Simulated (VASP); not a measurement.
# Al (P-6m2) in VASP: further runs

The runs below take Al through relaxation of cell and atoms, with PBE.

All numbers are computed with VASP 6.6.1; they aren't measurements. Logs are shortened: lines on timing, memory, paths and dates and some standing lists are left out, and cuts for length are marked.

## (1) The cell of the first run

The structure is hexagonal, space group P-6m2 (No. 187). The conventional cell has a = 2.868 Å, b = 2.868 Å, c = 13.943 Å, α = 90.00°, β = 90.00°, γ = 120.00°. Al (site symmetry -6m2) has 12 Al at 2.83 to 2.87 Å within 3.7 Å. Al (site symmetry 3m) has 12 Al at 2.83 to 2.87 Å within 3.7 Å. Al (site symmetry 3m) has 12 Al at 2.86 to 2.87 Å within 3.8 Å. Al (site symmetry -6m2) has 12 Al at 2.86 to 2.87 Å within 3.8 Å.

## (2) Relaxation of cell and atoms, PBE

Input file INCAR:

```
PREC     = Accurate       # precision mode
ENCUT    = 600            # plane-wave cutoff, eV
EDIFF    = 1E-6           # SCF threshold, eV
ISMEAR   = 0              # smearing method
SIGMA    = 0.1            # smearing width, eV
LREAL    = False          # projectors in reciprocal space
LASPH    = True           # aspherical terms in the spheres
NELM     = 100            # most SCF steps
ALGO     = Fast           # electronic algorithm
ISIF     = 3              # what is computed and relaxed
LWAVE    = False          # write WAVECAR
LCHARG   = False          # write CHGCAR
GGA      = PE             # functional
IBRION   = 2              # ionic algorithm
NSW      = 100            # ionic steps
EDIFFG   = -0.01          # ionic threshold
```

Input file KPOINTS:

```
Automatic mesh
0
Gamma
  18 18 4
```

Input file POSCAR:

```
Al
1.0
    2.8684366900      0.0000000000      0.0000000000
   -1.4342183400      2.4841390400      0.0000000000
    0.0000000000      0.0000000000     13.9427271600
Al
6
Direct
    0.0000000000      0.0000000000      0.0000000000
    0.6666666700      0.3333333300      0.8353336500
    0.0000000000      0.0000000000      0.6676422400
    0.6666666700      0.3333333300      0.5000000000
    0.0000000000      0.0000000000      0.3323577600
    0.6666666700      0.3333333300      0.1646663500
```

Potentials or basis: VASP PAW PBE potentials, release 64 (Al).

On the command line:

```bash
$ cat potpaw_PBE.64/Al/POTCAR > POTCAR
$ mpirun -np 1 vasp_std > vasp.out
```

OUTCAR:

```text
PREC = Accurate
   ENCUT = 600
   EDIFF = 1E-6
   ISMEAR = 0
   LREAL = False
   LASPH = True
   NELM = 100
   ISIF = 3
   GGA = PE
   IBRION = 2
   NSW = 100
   EDIFFG = -0.01

 ion  position               nearest neighbor table
   1  0.000  0.000  0.000-   2 2.83   6 2.83   2 2.83   6 2.83   2 2.83   6 2.83
   2  0.667  0.333  0.835-   1 2.83   1 2.83   1 2.83   3 2.87   3 2.87   3 2.87
   3  0.000  0.000  0.668-   4 2.86   4 2.86   4 2.86   2 2.87   2 2.87   2 2.87
   4  0.667  0.333  0.500-   3 2.86   5 2.86   3 2.86   5 2.86   3 2.86   5 2.86
   5  0.000  0.000  0.332-   4 2.86   4 2.86   4 2.86   6 2.87   6 2.87   6 2.87
   6  0.667  0.333  0.165-   1 2.83   1 2.83   1 2.83   5 2.87   5 2.87   5 2.87

  LATTYP: Found a hexagonal cell.
 ALAT       =     2.8684366900
 C/A-ratio  =     4.8607407682

  Lattice vectors:

 A1 = (   2.8684366900,   0.0000000000,   0.0000000000)
 A2 = (  -1.4342183400,   2.4841390400,   0.0000000000)
 A3 = (   0.0000000000,   0.0000000000,  13.9427271600)

Analysis of symmetry for initial positions (statically):
=====================================================================
 Subroutine PRICEL returns:
 Original cell was already a primitive cell.

 Routine SETGRP: Setting up the symmetry group for a
 hexagonal supercell.

 Subroutine GETGRP returns: Found 12 space group operations
 (whereof 12 operations were pure point group operations)
 out of a pool of 24 trial point group operations.

The static configuration has the point symmetry D_3h.

Analysis of symmetry for dynamics (positions and initial velocities):
=====================================================================
 Subroutine PRICEL returns:
 Original cell was already a primitive cell.

 Routine SETGRP: Setting up the symmetry group for a
 hexagonal supercell.

 Subroutine GETGRP returns: Found 12 space group operations
 (whereof 12 operations were pure point group operations)
 out of a pool of 24 trial point group operations.

The dynamic configuration has the point symmetry D_3h.

 Subroutine INISYM returns: Found 12 space group operations
 (whereof 12 operations are pure point group operations),
 and found     1 'primitive' translations

----------------------------------------------------------------------------------------

                                     Primitive cell

  volume of cell :      99.3502

  direct lattice vectors                    reciprocal lattice vectors
     2.868436690  0.000000000  0.000000000     0.348621953  0.201276978  0.000000000
    -1.434218340  2.484139040  0.000000000     0.000000000  0.402553957  0.000000000
     0.000000000  0.000000000 13.942727160     0.000000000  0.000000000  0.071721980

  length of vectors
     2.868436690  2.868436685 13.942727160     0.402553956  0.402553957  0.071721980

  position of ions in fractional coordinates (direct lattice)
     0.000000000  0.000000000  0.000000000
     0.666666670  0.333333330  0.835333650
     0.000000000  0.000000000  0.667642240
     0.666666670  0.333333330  0.500000000
     0.000000000  0.000000000  0.332357760
     0.666666670  0.333333330  0.164666350

  ion indices of the primitive-cell ions
   primitive index   ion index
                 1           1
                 2           2
                 3           3
                 4           4
                 5           5
                 6           6

----------------------------------------------------------------------------------------

 KPOINTS: Automatic mesh

Automatic generation of k-mesh.
 Grid dimensions read from file:
 generate k-points for:   18   18    4

 Generating k-lattice:

  Cartesian coordinates                     Fractional coordinates (reciprocal lattice)
     0.019367886  0.011182054  0.000000000     0.055555556 -0.000000000  0.000000000
     0.000000000  0.022364109  0.000000000     0.000000000  0.055555556  0.000000000
     0.000000000  0.000000000  0.017930495     0.000000000  0.000000000  0.250000000

  Length of vectors
     0.022364109  0.022364109  0.017930495

  Shift w.r.t. Gamma in fractional coordinates (k-lattice)
     0.000000000  0.000000000  0.000000000

 Subroutine IBZKPT returns following result:
 ===========================================

 Found    111 irreducible k-points:

 Following reciprocal coordinates:
            Coordinates               Weight
  0.000000  0.000000  0.000000      1.000000
  0.055556 -0.000000  0.000000      6.000000
  0.111111 -0.000000  0.000000      6.000000
  0.166667  0.000000  0.000000      6.000000
  0.222222 -0.000000  0.000000      6.000000
  0.277778  0.000000  0.000000      6.000000
[... 16 lines left out ...]
  0.333333  0.111111  0.000000     12.000000
  0.388889  0.111111  0.000000     12.000000
 [... further k-points ...]
   k-points           NKPTS =    111   k-points in BZ     NKDIM =    111   number of bands    NBANDS=     13
   number of dos      NEDOS =    301   number of ions     NIONS =      6
   total plane-waves  NPLWV =  64512
   dimension x,y,z NGX =    24 NGY =   24 NGZ =  112
   dimension x,y,z NGXF=    48 NGYF=   48 NGZF=  224
   ions per type =               6
   NGX,Y,Z   is equivalent  to a cutoff of  13.91, 13.91, 13.35 a.u.
   NGXF,Y,Z  is equivalent  to a cutoff of  27.82, 27.82, 26.71 a.u.
 SYSTEM =  unknown system
   PREC   = accura    normal or accurate (medium, high low for compatibility)
   ISTART =      0    job   : 0-new  1-cont  2-samecut
   ICHARG =      2    charge: 1-file 2-atom 10-const
   ISPIN  =      1    spin polarized calculation?
   LNONCOLLINEAR =      F non collinear calculations
   LSORBIT =      F    spin-orbit coupling
   LASPH  =      T    aspherical Exc in radial PAW
   ENCUT  =  600.0 eV  44.10 Ry    6.64 a.u.   5.73  5.73 27.85*2*pi/ulx,y,z
   NELM   =    100;   NELMIN=  2; NELMDL= -5     # of ELM steps
   EDIFF  = 0.1E-05   stopping-criterion for ELM
   LREAL  =      F    real-space projection
   EDIFFG = -.1E-01   stopping-criterion for IOM
   NSW    =    100    number of steps for IOM
   IBRION =      2    ionic relax: 0-MD 1-quasi-New 2-CG
   NFREE  =      1    steps in history (QN), initial steepest desc. (CG)
   ISIF   =      3    stress and relaxation
   ISYM   =      2    0-nonsym 1-usesym 2-fastsym
   POTIM  = 0.5000    time-step for ionic-motion
   TEBEG  =    0.0;   TEEND  =   0.0 temperature during run
   PSTRESS=    0.0 pullay stress
   NELECT =      18.0000    total number of electrons
   NUPDOWN=      -1.0000    fix difference up-down
   EMIN   =  10.00;   EMAX   =-10.00  energy-range for DOS
   EFERMI =   0.00;   METHOD = LEGACY
   ISMEAR =     0;   SIGMA  =   0.10  broadening in eV -4-tet -1-fermi 0-gaus
   EFERMI_NEDOS =   21; number of points for ismear=-14 and -15
   IALGO  =     68    algorithm
   IMIX   =      4    mixing-type and parameters
     AMIX     =   0.40;   BMIX     =  1.00
     AMIX_MAG =   1.60;   BMIX_MAG =  1.00
  volume/ion in A,a.u.               =      16.56       111.74
  Fermi-wavevector in a.u.,A,eV,Ry     =   0.926352  1.750551 11.675540  0.858128
  Thomas-Fermi vector in A             =   2.052305
   LORBIT       =      0    0 simple, 1 ext, 2 COOP (PROOUT), +10 PAW based schemes
   GGA     = PE    functional components
   LHFCALC =     F    Hartree Fock is set to
   AEXX    =    0.0000 exact exchange contribution
   IVDW    =     0    specifies the selected vdW correction
   LEPSILON=     F    determine dielectric tensor
   LRPA    =     F    only Hartree local field effects (RPA)
 conjugate gradient relaxation of ions
 non-spin polarized calculation
 RMM-DIIS sequential band-by-band and
 Gauss-broadening in eV      SIGMA  =   0.10
  energy-cutoff  :      600.00
  volume of cell :       99.35
 maximum number of plane-waves:      3352
 NGX is ok and might be reduce to    24
   NGX = 11   NGY = 11   NGZ = 55

--------------------------------------- Ionic step        1  -------------------------------------------

 number of electron      18.0000000 magnetization

 Free energy of the ion-electron system (eV)
  ---------------------------------------------------
  ext. energy  EPLUGINS =         0.00000000
  ---------------------------------------------------
  free energy    TOTEN  =       -22.27770788 eV

  energy without entropy =      -22.26452059  energy(sigma->0) =      -22.27111423

------------------------ aborting loop because EDIFF is reached ----------------------------------------

  FORCE on cell =-STRESS in cart. coord.  units (eV):
  Direction    XX          YY          ZZ          XY          YZ          ZX
  --------------------------------------------------------------------------------------
  -------------------------------------------------------------------------------------
  Total       -0.1201645     -0.1201645      0.9277352     -0.0000000      0.0000000      0.0000000
  in kB       -1.9378400     -1.9378400     14.9611748     -0.0000000      0.0000000      0.0000000
  external PRESSURE =       3.6951649 kB  Pullay stress =       0.0000000 kB
[... 101 lines left out ...]
  FREE ENERGIE OF THE ION-ELECTRON SYSTEM (eV)
  ---------------------------------------------------
  free  energy   TOTEN  =       -22.2842277457 eV

  energy  without entropy=      -22.2709105191  energy(sigma->0) =      -22.27756913

[... ionic steps 4 to 10 ...]

--------------------------------------- Ionic step       11  -------------------------------------------

 number of electron      18.0000000 magnetization

------------------------ aborting loop because EDIFF is reached ----------------------------------------

  FORCE on cell =-STRESS in cart. coord.  units (eV):
  Direction    XX          YY          ZZ          XY          YZ          ZX
  --------------------------------------------------------------------------------------
  -------------------------------------------------------------------------------------
  Total       -0.0507281     -0.0507281     -0.0067365     -0.0000000      0.0000000      0.0000000
  in kB       -0.8137429     -0.8137429     -0.1080616     -0.0000000      0.0000000      0.0000000
  external PRESSURE =      -0.5785158 kB  Pullay stress =       0.0000000 kB
[... 65 lines left out ...]
  energy  without entropy=      -22.2739581861  energy(sigma->0) =      -22.28047675

--------------------------------------- Ionic step       13  -------------------------------------------

 number of electron      18.0000000 magnetization

 Free energy of the ion-electron system (eV)
  ---------------------------------------------------
  ext. energy  EPLUGINS =         0.00000000
  ---------------------------------------------------
  free energy    TOTEN  =       -22.28704421 eV

  energy without entropy =      -22.27394706  energy(sigma->0) =      -22.28049563

 E-fermi :   7.9089     XC(G=0): -10.1690

 val. band max:        7.8988133131   @ k =   0.3333   0.1667   0.0000
 cond. band min:       7.9106280974   @ k =   0.3889   0.1111   0.0000
 fundamental gap:      0.0118147842
 Fermi energy:         7.9088981390

 k-point     1 :       0.0000    0.0000    0.0000
  band No.  band energies     occupation
      1      -3.1652      2.00000
      2      -2.4260      2.00000
      3      -2.4252      2.00000
      4      -0.2292      2.00000
      5      -0.2291      2.00000
      6       3.3062      2.00000
      7       3.4212      2.00000
      8       8.2613      0.00000
      9       8.2620      0.00000
     10      14.3023      0.00000
     11      14.3026      0.00000
     12      18.5784      0.00000
     13      18.5784      0.00000
[... 353 lines left out ...]
 k-point    24 :       0.3889    0.1111    0.0000
  band No.  band energies     occupation
      1       1.7474      2.00000
      2       2.4570      2.00000
      3       2.4578      2.00000
      4       4.3021      2.00000
      5       4.4198      2.00000
      6       4.4201      2.00000
      7       5.2505      2.00000
      8       5.2511      2.00000
      9       7.1682      2.00000
     10       7.1683      2.00000
     11       7.9106      0.98048
     12       8.2438      0.00000
     13      10.2045      0.00000

 [... further k-points ...]
[... 5 lines left out ...]
  --------------------------------------------------------------------------------------
  -------------------------------------------------------------------------------------
  Total        0.0028926      0.0028926     -0.0121327      0.0000000     -0.0000000     -0.0000000
  in kB        0.0464350      0.0464350     -0.1947698      0.0000000     -0.0000000     -0.0000000
  external PRESSURE =      -0.0339666 kB  Pullay stress =       0.0000000 kB
[... 21 lines left out ...]
  FREE ENERGIE OF THE ION-ELECTRON SYSTEM (eV)
  ---------------------------------------------------
  free  energy   TOTEN  =       -22.2870442066 eV

  energy  without entropy=      -22.2739470572  energy(sigma->0) =      -22.28049563

 reached required accuracy - stopping structural energy minimisation
```

Run time: 10 min. Hardware: 1 thread of AMD EPYC 9R45 (Zen 5), shared host; peak memory 0.3 GiB.

Results:

* Free energy: -22.2870 eV
* Relaxed volume: 16.63 Å³/atom
* Relaxed cell: a = 2.856 Å, b = 2.856 Å, c = 14.131 Å, α = 90.00°, β = 90.00°, γ = 120.00°
* Space group after relaxing (to 0.05 Å): P6_3/mmc (No. 194)
* Energy gained by relaxing: 1.6 meV/atom
* Ionic steps: 13
* Pressure after relaxing: 0.0 GPa

Forces in eV/Å, atoms in the order of the input:
```
Al   0.000  0.000  0.000
Al   0.000  0.000  0.001
Al   0.000  0.000 -0.003
Al   0.000  0.000  0.000
Al   0.000  0.000  0.003
Al   0.000  0.000 -0.001
```

The path:
```csv
step,energy change (eV),largest force (eV/Å),pressure (GPa),volume (Å³)
1,0.0000,0.1041,0.37,99.35
2,-0.0058,0.0714,-0.06,99.90
3,-0.0065,0.0298,-0.64,100.69
4,-0.0074,0.0472,-0.39,100.34
5,-0.0085,0.0317,0.02,99.78
6,-0.0085,0.0316,0.02,99.79
7,-0.0087,0.0254,0.03,99.77
8,-0.0091,0.0207,0.06,99.72
9,-0.0088,0.0309,0.14,99.62
10,-0.0092,0.0202,0.08,99.69
11,-0.0093,0.0112,-0.06,99.88
12,-0.0093,0.0110,-0.06,99.88
13,-0.0093,0.0027,0.00,99.80
```

Final structure:
```
Al
1.0
     2.85577    0.00000    0.00000
    -1.42788    2.47317    0.00000
     0.00000    0.00000   14.13090
Al
6
Direct
  0.00000 0.00000 0.00000
  0.66667 0.33333 0.83339
  0.00000 0.00000 0.66670
  0.66667 0.33333 0.50000
  0.00000 0.00000 0.33330
  0.66667 0.33333 0.16661
```

Caveat: the bands computed are all filled at some k points, so no gap is given.

[end of part 1 of 2]
